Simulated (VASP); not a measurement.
# MgS (I-4m2) in VASP: further runs

Runs on MgS. Level: HSE06. Tasks: single point.

Everything below comes from runs of VASP 6.6.1. Logs are shortened: lines on timing, memory, paths and dates and some standing lists are left out, and cuts for length are marked.

**1. The cell of the first run**

The structure is tetragonal, space group I-4m2 (No. 119). The conventional cell has a = 4.003 Å, b = 4.003 Å, c = 5.370 Å, α = 90.00°, β = 90.00°, γ = 90.00°. Mg (site symmetry -4m2) has 4 S at 2.41 Å within 3.2 Å. S (site symmetry -4m2) has 4 Mg at 2.41 Å within 3.2 Å.

**2. Single point, HSE06 (uniaxial z strain -5.2%)**

POSCAR

```
MgS
1.0
    0.0000000000      2.8308768389      2.6850866817
    2.8308768389      0.0000000000      2.6850866817
    2.8308768389      2.8308768389      0.0000000000
Mg S
1 1
Direct
    0.0000000000      0.0000000000      0.0000000000
    0.2500000000      0.2500000000      0.2500000000
```

INCAR.step1

```
SYSTEM = MgS
  ALGO = Normal
  EDIFF = 1E-5
  ENCUT = 520
  GGA = PE
  ISIF = 2
  ISMEAR = 0
  LASPH = .TRUE.
  LREAL = .FALSE.
  LWAVE = .TRUE.
  NBANDS = 11
  NELM = 100
  PREC = Accurate
  SIGMA = 0.01
```

INCAR.step2

```
SYSTEM = MgS
  ALGO = Normal
  EDIFF = 1E-7
  ENCUT = 520
  GGA = PE
  HFSCREEN = 0.2079
  ISIF = 2
  ISMEAR = 0
  ISTART = 1
  LASPH = .TRUE.
  LCHARG = .TRUE.
  LELF = .TRUE.
  LHFCALC = .TRUE.
  LREAL = .FALSE.
  LVHAR = .TRUE.
  LWAVE = .FALSE.
  NBANDS = 11
  NELM = 100
  PREC = Accurate
  PRECFOCK = Normal
  SIGMA = 0.01
```

KPOINTS

```
k-points
0
G
  6 6 6
  0 0 0
```

Potentials or basis: VASP PAW PBE potentials, release 64 (Mg, S).

Run with:

```console
> cat potpaw_PBE.64/Mg/POTCAR potpaw_PBE.64/S/POTCAR > POTCAR
> cp INCAR.step1 INCAR
> mpirun -np 1 vasp_std > vasp.out
> cp INCAR.step2 INCAR
> mpirun -np 1 vasp_std > vasp.out
```

OUTCAR:

```text
SYSTEM = MgS
   EDIFF = 1E-7
   ENCUT = 520
   GGA = PE
   HFSCREEN = 0.2079
   ISIF = 2
   ISMEAR = 0
   ISTART = 1
   LASPH = .TRUE.
   LHFCALC = .TRUE.
   LREAL = .FALSE.
   NELM = 100
   PREC = Accurate
   PRECFOCK = Normal

 ion  position               nearest neighbor table
   1  0.000  0.000  0.000-   2 2.41   2 2.41   2 2.41   2 2.41
   2  0.250  0.250  0.250-   1 2.41   1 2.41   1 2.41   1 2.41

  LATTYP: Found a body centered tetragonal cell.
 ALAT       =     4.0034644190
 C/A-ratio  =     1.3413815639

  Lattice vectors:

 A1 = (   0.0000000000,  -2.8308768389,  -2.6850866817)
 A2 = (   0.0000000000,   2.8308768389,  -2.6850866817)
 A3 = (   2.8308768389,   0.0000000000,   2.6850866817)

Analysis of symmetry for initial positions (statically):
=====================================================================
 Subroutine PRICEL returns:
 Original cell was already a primitive cell.

 Routine SETGRP: Setting up the symmetry group for a
 body centered tetragonal supercell.

 Subroutine GETGRP returns: Found  8 space group operations
 (whereof  8 operations were pure point group operations)
 out of a pool of 16 trial point group operations.

The static configuration has the point symmetry D_2d.

Analysis of symmetry for dynamics (positions and initial velocities):
=====================================================================
 Subroutine PRICEL returns:
 Original cell was already a primitive cell.

 Routine SETGRP: Setting up the symmetry group for a
 body centered tetragonal supercell.

 Subroutine GETGRP returns: Found  8 space group operations
 (whereof  8 operations were pure point group operations)
 out of a pool of 16 trial point group operations.

The dynamic configuration has the point symmetry D_2d.

 Subroutine INISYM returns: Found  8 space group operations
 (whereof  8 operations are pure point group operations),
 and found     1 'primitive' translations

----------------------------------------------------------------------------------------

                                     Primitive cell

  volume of cell :      43.0358

  direct lattice vectors                    reciprocal lattice vectors
     0.000000000  2.830876839  2.685086682    -0.176623721  0.176623721  0.186213728
     2.830876839  0.000000000  2.685086682     0.176623721 -0.176623721  0.186213728
     2.830876839  2.830876839  0.000000000     0.176623721  0.176623721 -0.186213728

  length of vectors
     3.901737327  3.901737327  4.003464419     0.311556463  0.311556463  0.311556463
[... 99 lines left out ...]
   IMIX   =      1    mixing-type and parameters
     AMIX     =   0.40;   BMIX     =  1.00
     AMIX_MAG =   1.60;   BMIX_MAG =  1.00
  volume/ion in A,a.u.               =      21.52       145.21
  Fermi-wavevector in a.u.,A,eV,Ry     =   0.934318  1.765605 11.877209  0.872950
  Thomas-Fermi vector in A             =   2.061110
   LORBIT       =      0    0 simple, 1 ext, 2 COOP (PROOUT), +10 PAW based schemes
   GGA     = PE    functional components
   LHFCALC =     T    Hartree Fock is set to
   PRECFOCK=normal    Normal, Fast or Accurate (Low or Medium for compatibility)
   ENCUT4O =  -1.0   cutoff for four orbital integrals eV
   NKREDX  =     1    reduce k-point grid by
   NKREDY  =     1    reduce k-point grid by
   NKREDZ  =     1    reduce k-point grid by
   AEXX    =    0.2500 exact exchange contribution
   HFSCREEN=    0.2079 screening length (either q_TF or 0.3 A-1)
   HFSCREENC=   0.2079 screening length for correlation (either q_TF or 0.3 A-1)
   ENCUTFOCK=  -1.0 apply spherical cutoff to Coloumb kernel
   IVDW    =     0    specifies the selected vdW correction
   LEPSILON=     F    determine dielectric tensor
   LRPA    =     F    only Hartree local field effects (RPA)
 non-spin polarized calculation
 Gauss-broadening in eV      SIGMA  =   0.01
  energy-cutoff  :      520.00
  volume of cell :       43.04
 maximum number of plane-waves:      1194
 NGX is ok and might be reduce to    30
  NGX = 24; NGY = 24; NGZ = 24

 number of electron       7.9999999 magnetization

 Free energy of the ion-electron system (eV)
  ---------------------------------------------------
  ext. energy  EPLUGINS =         0.00000000
  ---------------------------------------------------
  free energy    TOTEN  =        -9.81867226 eV

  energy without entropy =       -9.81867226  energy(sigma->0) =       -9.81867226

 E-fermi :   0.8234     XC(G=0):  -7.1834

 val. band max:        0.7571484353   @ k =   0.0000   0.0000   0.0000
 cond. band min:       5.4063479942   @ k =   0.5000   0.5000   0.0000
 fundamental gap:      4.6491995589
 Fermi energy:         0.8234467855

 k-point     1 :       0.0000    0.0000    0.0000
  band No.  band energies     occupation
      1     -11.9501      2.00000
      2       0.6274      2.00000
      3       0.6274      2.00000
      4       0.7571      2.00000
      5       5.4573      0.00000
      6       9.9926      0.00000
      7       9.9926      0.00000
      8      10.0604      0.00000
      9      12.5233      0.00000
     10      13.4020      0.00000
     11      15.8025      0.00000
[... 309 lines left out ...]
 k-point    24 :       0.5000   -0.0000    0.3333
  band No.  band energies     occupation
      1     -10.9360      2.00000
      2      -2.3709      2.00000
      3      -0.8727      2.00000
      4      -0.2564      2.00000
      5       6.3342      0.00000
      6       8.4690      0.00000
      7      11.6699      0.00000
      8      12.7685      0.00000
      9      14.3791      0.00000
     10      15.8773      0.00000
     11      17.2189      0.00000

 [... further k-points ...]

------------------------ aborting loop because EDIFF is reached ----------------------------------------

  FORCE on cell =-STRESS in cart. coord.  units (eV):
  Direction    XX          YY          ZZ          XY          YZ          ZX
  --------------------------------------------------------------------------------------
  -------------------------------------------------------------------------------------
  Total        0.8073287      0.8073287      1.0246638      0.0000000      0.0000000      0.0000000
  in kB       30.0559696     30.0559696     38.1471183      0.0000000      0.0000000      0.0000000
  external PRESSURE =      32.7530192 kB  Pullay stress =       0.0000000 kB

 VOLUME and BASIS-vectors are now :
 -----------------------------------------------------------------------------
  energy-cutoff  :      520.00
  volume of cell :       43.04
      direct lattice vectors                 reciprocal lattice vectors
     0.000000000  2.830876839  2.685086682    -0.176623721  0.176623721  0.186213728
     2.830876839  0.000000000  2.685086682     0.176623721 -0.176623721  0.186213728
     2.830876839  2.830876839  0.000000000     0.176623721  0.176623721 -0.186213728

 POSITION                                       TOTAL-FORCE (eV/Angst)
 -----------------------------------------------------------------------------------
      0.00000      0.00000      0.00000        -0.000000     -0.000000     -0.000000
      1.41544      1.41544      1.34254         0.000000      0.000000      0.000000
 -----------------------------------------------------------------------------------
    total drift:                                0.000001      0.000001      0.000000

  FREE ENERGIE OF THE ION-ELECTRON SYSTEM (eV)
  ---------------------------------------------------
  free  energy   TOTEN  =        -9.8186722639 eV

  energy  without entropy=       -9.8186722639  energy(sigma->0) =       -9.81867226
```

OSZICAR.step1:

```text
N       E                     dE             d eps       ncg     rms          rms(c)
DAV:   1     0.251983258382E+02    0.25198E+02   -0.34089E+03   660   0.579E+02
DAV:   2    -0.705867450617E+01   -0.32257E+02   -0.30213E+02   810   0.101E+02
DAV:   3    -0.892376510261E+01   -0.18651E+01   -0.18607E+01   789   0.262E+01
DAV:   4    -0.893951694680E+01   -0.15752E-01   -0.15750E-01   828   0.288E+00
DAV:   5    -0.893970125179E+01   -0.18430E-03   -0.18430E-03   840   0.308E-01    0.418E+00
DAV:   6    -0.845861905558E+01    0.48108E+00   -0.11537E+00   729   0.408E+00    0.325E+00
DAV:   7    -0.842149946778E+01    0.37120E-01   -0.27738E-01   783   0.218E+00    0.254E+00
DAV:   8    -0.842877091292E+01   -0.72714E-02   -0.22251E-02   723   0.904E-01    0.143E+00
DAV:   9    -0.842797436328E+01    0.79655E-03   -0.23546E-03   777   0.245E-01    0.423E-01
DAV:  10    -0.842815369518E+01   -0.17933E-03   -0.53839E-04   750   0.111E-01    0.776E-02
DAV:  11    -0.842815982488E+01   -0.61297E-05   -0.49037E-05   783   0.293E-02
   1 F= -.84281598E+01 E0= -.84281598E+01  d E =-.610989E-22
```

Run time: 14 min. Hardware: 1 thread of AMD EPYC 9R45 (Zen 5), shared host; peak memory 0.27 GiB.

Results:

| Quantity | Value |
| --- | --- |
| Free energy | -9.8187 eV |
| Pressure | 3.3 GPa |
| Band gap on the k mesh | 4.65 eV (least direct gap 4.70 eV) |

Caveat: the cell differs from its parent crystal (uniaxial z strain -5.2%); the cell stands under pressure; the PAW data sets were made with another functional, which shifts forces and pressure a little. A k mesh can miss the band edges.

**3. Single point, HSE06 (epitaxial xy strain +2.2%)**

POSCAR

```
MgS
1.0
    0.0000000000      2.8923068663      2.7412250929
    2.8923068663      0.0000000000      2.7412250929
    2.8923068663      2.8923068663      0.0000000000
Mg S
1 1
Direct
    0.0000000000      0.0000000000      0.0000000000
    0.2500000000      0.2500000000      0.2500000000
```

INCAR.step1

```
SYSTEM = MgS
PREC = Accurate
ENCUT = 520
EDIFF = 1E-5
ISMEAR = 0
SIGMA = 0.01
LREAL = .False.
LASPH = .True.
NELM = 60
ALGO = Normal
ISIF = 2
LWAVE = .True.
GGA = PE
NBANDS = 11
```

INCAR.step2

```
SYSTEM = MgS
PREC = Accurate
ENCUT = 520
EDIFF = 1E-6
ISMEAR = 0
SIGMA = 0.01
LREAL = .False.
LASPH = .True.
NELM = 60
ALGO = Normal
ISIF = 2
LWAVE = .False.
LCHARG = .True.
GGA = PE
LHFCALC = .True.
HFSCREEN = 0.2079
PRECFOCK = Normal
LELF = .True.
LVHAR = .True.
ISTART = 1
NBANDS = 11
```

KPOINTS

```
regular mesh
0
Gamma
  6 6 6
  0 0 0
```

Potentials or basis: VASP PAW PBE potentials, release 64 (Mg, S).

Run with:

```console
> cat potpaw_PBE.64/Mg/POTCAR potpaw_PBE.64/S/POTCAR > POTCAR
> cp INCAR.step1 INCAR
> mpirun -np 1 vasp_std > vasp.out
> cp INCAR.step2 INCAR
> mpirun -np 1 vasp_std > vasp.out
```

OUTCAR:

```text
SYSTEM = MgS
   PREC = Accurate
   ENCUT = 520
   EDIFF = 1E-6
   ISMEAR = 0
   LREAL = .False.
   LASPH = .True.
   NELM = 60
   ISIF = 2
   GGA = PE
   LHFCALC = .True.
   HFSCREEN = 0.2079
   PRECFOCK = Normal
   ISTART = 1

 ion  position               nearest neighbor table
   1  0.000  0.000  0.000-   2 2.46   2 2.46   2 2.46   2 2.46
   2  0.250  0.250  0.250-   1 2.46   1 2.46   1 2.46   1 2.46

  LATTYP: Found a body centered tetragonal cell.
 ALAT       =     4.0903395969
 C/A-ratio  =     1.3403410783

  Lattice vectors:

 A1 = (   0.0000000000,  -2.8923068663,  -2.7412250929)
 A2 = (   0.0000000000,   2.8923068663,  -2.7412250929)
 A3 = (   2.8923068663,   0.0000000000,   2.7412250929)

Analysis of symmetry for initial positions (statically):
=====================================================================
 Subroutine PRICEL returns:
 Original cell was already a primitive cell.

 Routine SETGRP: Setting up the symmetry group for a
 body centered tetragonal supercell.

 Subroutine GETGRP returns: Found  8 space group operations
 (whereof  8 operations were pure point group operations)
 out of a pool of 16 trial point group operations.

The static configuration has the point symmetry D_2d.

Analysis of symmetry for dynamics (positions and initial velocities):
=====================================================================
 Subroutine PRICEL returns:
 Original cell was already a primitive cell.

 Routine SETGRP: Setting up the symmetry group for a
 body centered tetragonal supercell.

 Subroutine GETGRP returns: Found  8 space group operations
 (whereof  8 operations were pure point group operations)
 out of a pool of 16 trial point group operations.

The dynamic configuration has the point symmetry D_2d.

 Subroutine INISYM returns: Found  8 space group operations
 (whereof  8 operations are pure point group operations),
 and found     1 'primitive' translations

----------------------------------------------------------------------------------------

[... 129 lines left out ...]
   LEPSILON=     F    determine dielectric tensor
   LRPA    =     F    only Hartree local field effects (RPA)
 non-spin polarized calculation
 Gauss-broadening in eV      SIGMA  =   0.01
  energy-cutoff  :      520.00
  volume of cell :       45.86
 maximum number of plane-waves:      1251
 NGX is ok and might be reduce to    30
  NGX = 24; NGY = 24; NGZ = 24

 number of electron       8.0000001 magnetization

 Free energy of the ion-electron system (eV)
  ---------------------------------------------------
  ext. energy  EPLUGINS =         0.00000000
  ---------------------------------------------------
  free energy    TOTEN  =        -9.83853673 eV

  energy without entropy =       -9.83853673  energy(sigma->0) =       -9.83853673

 E-fermi :   0.4954     XC(G=0):  -6.9892

 val. band max:        0.3580552013   @ k =   0.0000   0.0000   0.0000
 cond. band min:       4.7122975283   @ k =   0.0000   0.0000   0.0000
 fundamental gap:      4.3542423270
 Fermi energy:         0.4953611859

 k-point     1 :       0.0000    0.0000    0.0000
  band No.  band energies     occupation
      1     -12.1150      2.00000
      2       0.2303      2.00000
      3       0.2303      2.00000
      4       0.3581      2.00000
      5       4.7123      0.00000
      6       9.4172      0.00000
      7       9.4172      0.00000
      8       9.4688      0.00000
      9      11.9827      0.00000
     10      12.8347      0.00000
     11      15.0341      0.00000
[... 309 lines left out ...]
 k-point    24 :       0.5000    0.0000    0.3333
  band No.  band energies     occupation
      1     -11.2295      2.00000
      2      -2.5865      2.00000
      3      -1.1526      2.00000
      4      -0.5887      2.00000
      5       5.9298      0.00000
      6       7.9192      0.00000
      7      10.8224      0.00000
      8      12.0459      0.00000
      9      13.4479      0.00000
     10      15.1312      0.00000
     11      16.3158      0.00000

 [... further k-points ...]

------------------------ aborting loop because EDIFF is reached ----------------------------------------

  FORCE on cell =-STRESS in cart. coord.  units (eV):
  Direction    XX          YY          ZZ          XY          YZ          ZX
  --------------------------------------------------------------------------------------
  -------------------------------------------------------------------------------------
  Total       -0.3462295     -0.3462295     -0.0338483      0.0000000      0.0000000      0.0000000
  in kB      -12.0951484    -12.0951484     -1.1824526      0.0000000      0.0000000      0.0000000
  external PRESSURE =      -8.4575831 kB  Pullay stress =       0.0000000 kB

 VOLUME and BASIS-vectors are now :
 -----------------------------------------------------------------------------
  energy-cutoff  :      520.00
  volume of cell :       45.86
      direct lattice vectors                 reciprocal lattice vectors
     0.000000000  2.892306866  2.741225093    -0.172872390  0.172872390  0.182400198
     2.892306866  0.000000000  2.741225093     0.172872390 -0.172872390  0.182400198
     2.892306866  2.892306866  0.000000000     0.172872390  0.172872390 -0.182400198

 POSITION                                       TOTAL-FORCE (eV/Angst)
 -----------------------------------------------------------------------------------
      0.00000      0.00000      0.00000         0.000000      0.000000      0.000000
      1.44615      1.44615      1.37061        -0.000000     -0.000000     -0.000000
 -----------------------------------------------------------------------------------
    total drift:                                0.000000      0.000000     -0.000001

  FREE ENERGIE OF THE ION-ELECTRON SYSTEM (eV)
  ---------------------------------------------------
  free  energy   TOTEN  =        -9.8385367260 eV

  energy  without entropy=       -9.8385367260  energy(sigma->0) =       -9.83853673
```

OUTCAR.step1:

```text
SYSTEM = MgS
   PREC = Accurate
   ENCUT = 520
   EDIFF = 1E-5
   ISMEAR = 0
   LREAL = .False.
   LASPH = .True.
[... 559 lines left out ...]
      0.00000      0.00000      0.00000         0.000000      0.000000     -0.000000
      1.44615      1.44615      1.37061        -0.000000     -0.000000      0.000000
 -----------------------------------------------------------------------------------
    total drift:                                0.000000      0.000000     -0.000000

  FREE ENERGIE OF THE ION-ELECTRON SYSTEM (eV)
  ---------------------------------------------------
  free  energy   TOTEN  =        -8.4668936621 eV

  energy  without entropy=       -8.4668936621  energy(sigma->0) =       -8.46689366
```

OSZICAR.step1:

```text
N       E                     dE             d eps       ncg     rms          rms(c)
DAV:   1     0.230461762459E+02    0.23046E+02   -0.34084E+03   668   0.574E+02
DAV:   2    -0.718077064316E+01   -0.30227E+02   -0.28244E+02   812   0.983E+01
DAV:   3    -0.897216774351E+01   -0.17914E+01   -0.17886E+01   789   0.257E+01
DAV:   4    -0.898747329831E+01   -0.15306E-01   -0.15304E-01   829   0.286E+00
DAV:   5    -0.898765429411E+01   -0.18100E-03   -0.18099E-03   844   0.299E-01    0.401E+00
DAV:   6    -0.849402486956E+01    0.49363E+00   -0.12436E+00   723   0.413E+00    0.307E+00
DAV:   7    -0.845987590960E+01    0.34149E-01   -0.26901E-01   783   0.211E+00    0.240E+00
DAV:   8    -0.846759161805E+01   -0.77157E-02   -0.24227E-02   714   0.935E-01    0.137E+00
DAV:   9    -0.846668323517E+01    0.90838E-03   -0.24793E-03   753   0.246E-01    0.451E-01
DAV:  10    -0.846688684431E+01   -0.20361E-03   -0.68649E-04   771   0.123E-01    0.852E-02
DAV:  11    -0.846689366211E+01   -0.68178E-05   -0.53583E-05   786   0.300E-02
   1 F= -.84668937E+01 E0= -.84668937E+01  d E =-.223521E-68
```

Run time: 12 min. Hardware: 1 thread of AMD EPYC 9R45 (Zen 5), shared host; peak memory 0.27 GiB.

What came out:

* Free energy: -9.8385 eV
* Pressure: -0.8 GPa
* Band gap on the k mesh: 4.35 eV

Caveat: the cell differs from its parent crystal (epitaxial xy strain +2.2%); the PAW data sets were made with another functional, which shifts forces and pressure a little.
